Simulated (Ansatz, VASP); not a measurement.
**WSe2: VASP beside Ansatz**

```
CELL_PARAMETERS angstrom
3.39648 0.05330 0.00712
-1.65208 2.98953 0.01790
0.03575 0.12439 17.37980
ATOMIC_POSITIONS crystal
W 0.83017 0.91191 0.98807
Se 0.28962 0.60365 0.10789
Se 0.54688 0.81778 0.90403
```

Change from the starting cell: all atoms moved at random (sigma 0.3 Å a component), cell strained at random (sigma 0.03).

Alike in both runs: task single point; functional LDA; k mesh 12 × 12 × 2; occupations gaussian, width 0.05 eV; no spin polarisation.

|  | VASP | Ansatz |
| --- | --- | --- |
| version | VASP 6.6.1 | Ansatz 0.2.0 |
| potentials or method | VASP PAW LDA potentials, release 64 (W_sv, Se), cutoff 520 eV | scalar-relativistic, plane waves, PAW |
| valence electrons in the cell | 26 | 46 |

```tsv
	VASP	Ansatz	Ansatz less VASP
gap on the k mesh at the Fermi level (eV)	none	none	-
rms of the force components (eV/Å)	21.819	21.889	+0.0708
```

LDA's correlation is that of Perdew and Zunger in VASP and of Perdew and Wang (1992) in Ansatz. Atom by atom the forces differ by 0.074 eV/Å (rms over components). A gap of «none» marks a metal or a gap that the smearing closes. VASP's potentials hold 26 valence electrons a cell and Ansatz's 46, so a difference there can come from the potentials and not from the codes.

Spin-orbit coupling is off throughout.
